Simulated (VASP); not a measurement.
Here is a VASP 6.6.1 calculation.

The input POSCAR:

```
Ga
1.0
    2.7218595216      0.0000000000      0.0000000000
    0.0000000000      2.7218595216      0.0000000000
    0.0000000000      0.0000000000      2.7218595216
Ga
1
Direct
    0.0000000000      0.0000000000      0.0000000000
```

INCAR.step1

```
SYSTEM = Ga
PREC     = Accurate       ! precision mode
ENCUT    = 520            ! plane-wave cutoff, eV
EDIFF    = 1E-5           ! SCF threshold, eV
ISMEAR   = -1             ! smearing method
SIGMA    = 0.1            ! smearing width, eV
LREAL    = .False.        ! projectors in reciprocal space
LASPH    = .True.         ! aspherical terms in the spheres
NELM     = 100            ! most SCF steps
ALGO     = Normal         ! electronic algorithm
ISIF     = 2              ! what is computed and relaxed
LWAVE    = .True.         ! write WAVECAR
LCHARG   = .False.        ! write CHGCAR
NBANDS   = 12             ! bands
GGA      = PE             ! functional
```

INCAR.step2

```
SYSTEM = Ga
PREC     = Accurate       ! precision mode
ENCUT    = 520            ! plane-wave cutoff, eV
EDIFF    = 1E-7           ! SCF threshold, eV
ISMEAR   = -1             ! smearing method
SIGMA    = 0.1            ! smearing width, eV
LREAL    = .False.        ! projectors in reciprocal space
LASPH    = .True.         ! aspherical terms in the spheres
NELM     = 100            ! most SCF steps
ALGO     = Normal         ! electronic algorithm
ISIF     = 2              ! what is computed and relaxed
LWAVE    = .False.        ! write WAVECAR
LCHARG   = .False.        ! write CHGCAR
GGA      = PE             ! functional
LHFCALC  = .True.         ! exact exchange
HFSCREEN = 0.2079         ! screening, 1/A
PRECFOCK = Normal       
NBANDS   = 12             ! bands
ISTART   = 1
```

The input KPOINTS:

```
Automatic mesh
0
Gamma
  6 6 6
  0 0 0
```

Potentials or basis: VASP PAW PBE potentials, release 64 (Ga_d).

The run is started by

```console
$ cat potpaw_PBE.64/Ga_d/POTCAR > POTCAR
$ cp INCAR.step1 INCAR
$ mpirun -np 1 vasp_std > vasp.out
$ cp INCAR.step2 INCAR
$ mpirun -np 1 vasp_std > vasp.out
```

Problem. Predict the pressure.

Solution. -0.3 GPa.

Caveat: the k points lie up to 0.38 Å⁻¹ apart; the PAW data sets were made with another functional, which shifts forces and pressure a little.
